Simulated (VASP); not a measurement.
The system is Rh.

```
Rh
1.0
     0.00000    1.90299    1.90299
     1.90299    0.00000    1.90299
     1.90299    1.90299    0.00000
Rh
1
Direct
  0.00000 0.00000 0.00000
```

| Property | Result |
| --- | --- |
| Program | VASP 6.6.1 |
| Task | relaxation of cell and atoms |
| Functional | LDA |
| Potentials or basis | VASP PAW LDA potentials, release 64 (Rh_pv) |
| Cutoff | 600 eV |
| k mesh | 8 × 8 × 8 |
| Occupations | gaussian, width 0.1 eV |
| Spin | no spin polarisation |

At the start: pressure -10.3 GPa; volume 13.78 Å³/atom.

Problem. Where does the relaxation end?

Solution. Over 4 steps the energy falls by 16.2 meV/atom and the volume is 13.29 Å³/atom (-3.6 %); space group Fm-3m (No. 225, to 0.05 Å).

Step by step:
| step | energy change (eV) | largest force (eV/Å) | pressure (GPa) | volume (Å³) |
| --- | --- | --- | --- | --- |
| 1 | 0.0000 | 0.0000 | -10.26 | 13.78 |
| 2 | 0.1121 | 0.0000 | 37.56 | 12.10 |
| 3 | -0.0162 | 0.0000 | -0.73 | 13.32 |
| 4 | -0.0162 | 0.0000 | 0.16 | 13.29 |

Final structure:
```
CELL_PARAMETERS angstrom
0.00000 1.87999 1.87999
1.87999 0.00000 1.87999
1.87999 1.87999 0.00000
ATOMIC_POSITIONS crystal
Rh 0.00000 0.00000 0.00000
```
